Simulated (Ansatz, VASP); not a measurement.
**Mg3ZnTe: VASP beside Ansatz**

INCAR

```
SYSTEM = Mg3ZnTe
  PREC = Accurate
  ENCUT = 520
  EDIFF = 1E-7
  ISMEAR = 0
  SIGMA = 0.1
  LREAL = .FALSE.
  LASPH = .TRUE.
  NELM = 100
  ALGO = Fast
  ISIF = 2
  LWAVE = .FALSE.
  LCHARG = .FALSE.
  GGA = PE
  NBANDS = 20
```

KPOINTS

```
regular mesh
0
G
  4 4 4
  0 0 0
```

File POSCAR:

```
Mg3ZnTe
1.0
    4.5957375800      0.0000000000      0.0000000000
    0.0000000000      4.5957375800      0.0000000000
    0.0000000000      0.0000000000      4.5957375800
Mg Zn Te
3 1 1
Direct
    0.5000000000      0.5000000000      0.0000000000
    0.0000000000      0.5000000000      0.5000000000
    0.5000000000      0.0000000000      0.5000000000
    0.5000000000      0.5000000000      0.5000000000
    0.0000000000      0.0000000000      0.0000000000
```

Input for Ansatz:

```yaml
crystal:
  lattice:
    - [4.59573758, 0.0, 0.0]
    - [0.0, 4.59573758, 0.0]
    - [0.0, 0.0, 4.59573758]
  atoms:
    - { symbol: Mg, position: [0.5, 0.5, 0.0] }
    - { symbol: Mg, position: [0.0, 0.5, 0.5] }
    - { symbol: Mg, position: [0.5, 0.0, 0.5] }
    - { symbol: Zn, position: [0.5, 0.5, 0.5] }
    - { symbol: Te, position: [0.0, 0.0, 0.0] }
basis:
  ecutwfc: 420
kpoints:
  mp_grid: { grid: [4, 4, 4] }
hamiltonian:
  xc: pbe
scf:
  occupations: { method: gaussian, width: 0.1 }
  lower_state_search: "off"
output:
  forces: true
  stress: true
  eigenvalues: true
```

Change from the starting cell: species swapped into the Er3InN type (Pm-3m, No. 221).

Alike in both runs: task single point; functional PBE; k mesh 4 × 4 × 4; occupations gaussian, width 0.1 eV; no spin polarisation.

|  | VASP | Ansatz |
| --- | --- | --- |
| version | VASP 6.6.1 | Ansatz 0.2.0 |
| potentials or method | VASP PAW PBE potentials, release 64 (Mg, Zn, Te), cutoff 520 eV | scalar-relativistic, plane waves, PAW |
| valence electrons in the cell | 24 | 58 |

|  | VASP | Ansatz | Ansatz less VASP |
| --- | --- | --- | --- |
| gap on the k mesh at the Fermi level (eV) | none | none | - |
| pressure (GPa) | 17.8 | 17.8 | +0.01 |

A gap of «none» marks a metal or a gap that the smearing closes. VASP's potentials hold 24 valence electrons a cell and Ansatz's 58, so a difference there can come from the potentials and not from the codes.

Neither program's run includes spin-orbit coupling.
